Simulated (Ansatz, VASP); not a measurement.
Na in VASP and in Ansatz

INCAR

```
SYSTEM = Na
PREC = Accurate ; ENCUT = 520
EDIFF = 1E-7 ; ISMEAR = 0
SIGMA = 0.15 ; LREAL = .FALSE.
LASPH = .TRUE. ; NELM = 80
ALGO = Fast ; ISIF = 2
LWAVE = .FALSE. ; LCHARG = .TRUE.
GGA = CA ; LELF = .TRUE.
LVHAR = .TRUE. ; NBANDS = 10
```

File KPOINTS:

```
Automatic mesh
0
G
  18 18 18
  0 0 0
```

The input POSCAR:

```
Na
1.0
   -1.9591019955      1.8882910800      2.6372766800
    1.9591019955     -1.8882910800      2.6372766800
    1.9591019955      1.8882910800     -2.6372766800
Na
1
Direct
    0.0000000000      0.0000000000      0.0000000000
```

Input for Ansatz:

```yaml
crystal:
  lattice:
    - [-1.9591019955, 1.88829108, 2.63727668]
    - [1.9591019955, -1.88829108, 2.63727668]
    - [1.9591019955, 1.88829108, -2.63727668]
  atoms:
    - { symbol: Na, position: [0.0, 0.0, 0.0] }
basis:
  ecutwfc: 420
kpoints:
  mp_grid: { grid: [18, 18, 18] }
hamiltonian:
  xc: lda
scf:
  occupations: { method: gaussian, width: 0.15 }
output:
  forces: true
  stress: true
  eigenvalues: true
```

Change from the starting cell: strain +0.0375 x Voigt [1, 0, 0, 0, 0, 0], atoms carried along.

Alike in both runs: task single point; functional LDA; k mesh 18 × 18 × 18; occupations gaussian, width 0.15 eV; no spin polarisation.

```csv
,VASP,Ansatz
version,VASP 6.6.1,Ansatz 0.2.0
potentials or method,"VASP PAW LDA potentials, release 64 (Na_pv), cutoff 520 eV","scalar-relativistic, plane waves, PAW"
valence electrons in the cell,7,9
```

```csv
,VASP,Ansatz,Ansatz less VASP
gap on the k mesh at the Fermi level (eV),none,none,-
pressure (GPa),-1.1,-1.1,+0.02
"traceless stress, the component that is largest in VASP (GPa)",-0.15,-0.15,-0.001
```

LDA's correlation is that of Perdew and Zunger in VASP and of Perdew and Wang (1992) in Ansatz. A gap of «none» marks a metal or a gap that the smearing closes. VASP's potentials hold 7 valence electrons a cell and Ansatz's 9, so a difference there can come from the potentials and not from the codes.
